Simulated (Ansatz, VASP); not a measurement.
# Two plane-wave programs on Ge2Pt3

```xyz
10
Lattice="3.4580 0.0000 -0.0011 0.0000 7.5311 0.0000 -1.7215 0.0000 6.0154" Properties=species:S:1:pos:R:3 pbc="T T T"
Ge    1.7290    0.0000   -0.0006
Ge    1.7290    3.7656   -0.0006
Ge    1.7324    1.8828    3.0814
Ge    0.0042    5.6483    2.9330
Pt    1.7349    1.8828    5.6073
Pt    0.0016    5.6483    0.4070
Pt    0.0030    0.4401    1.9312
Pt    1.7335    7.0910    4.0832
Pt    1.7335    4.2057    4.0832
Pt    0.0030    3.3254    1.9312
```

Alike in both runs: functional LDA; k mesh 10 × 6 × 6; occupations gaussian, width 0.1 eV; no spin polarisation.

Ansatz relaxed the structure, and its values are those at the end. VASP's run is a single point on that final structure, the one shown.

```csv
,VASP,Ansatz
version,VASP 6.6.1,Ansatz 0.2.0
potentials or method,"VASP PAW LDA potentials, release 64 (Ge_d, Pt), cutoff 520 eV","scalar-relativistic, plane waves, PAW"
valence electrons in the cell,116,164
```

|  | VASP | Ansatz | Ansatz less VASP |
| --- | --- | --- | --- |
| gap on the k mesh at the Fermi level (eV) | none | none | - |
| pressure (GPa) | 0.8 | 0.0 | -0.82 |
| rms of the force components (eV/Å) | 0.004 | 0.001 | -0.0027 |

LDA's correlation is that of Perdew and Zunger in VASP and of Perdew and Wang (1992) in Ansatz. A gap of «none» marks a metal or a gap that the smearing closes. VASP's potentials hold 116 valence electrons a cell and Ansatz's 164, so a difference there can come from the potentials and not from the codes.

Neither program's run includes spin-orbit coupling.
